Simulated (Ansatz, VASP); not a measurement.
One calculation of Be2C, two programs

```
C Be
1.0
     0.00000    2.16049    2.16049
     2.16049    0.00000    2.16049
     2.16049    2.16049    0.00000
C Be
1 2
Direct
  0.00000 0.00000 0.00000
  0.25000 0.25000 0.25000
  0.75000 0.75000 0.75000
```

Alike in both runs: task single point; functional HSE06; k mesh 6 × 6 × 6; no spin polarisation.

|  | VASP | Ansatz |
| --- | --- | --- |
| version | VASP 6.6.1 | Ansatz 0.2.0 |
| potentials or method | VASP PAW PBE potentials, release 64 (C, Be) | plane waves, PAW |
| plane-wave cutoff (eV) | 520 | 420 |
| occupations | gaussian, width 0.01 eV | fixed |
| valence electrons in the cell | 8 | 8 |

```csv
,VASP,Ansatz,Ansatz less VASP
gap on the k mesh at the Fermi level (eV),1.90,1.91,+0.013
pressure (GPa),-1.9,-2.2,-0.27
```

Ansatz's warnings: stress exchange threshold loose, stress scf threshold loose.
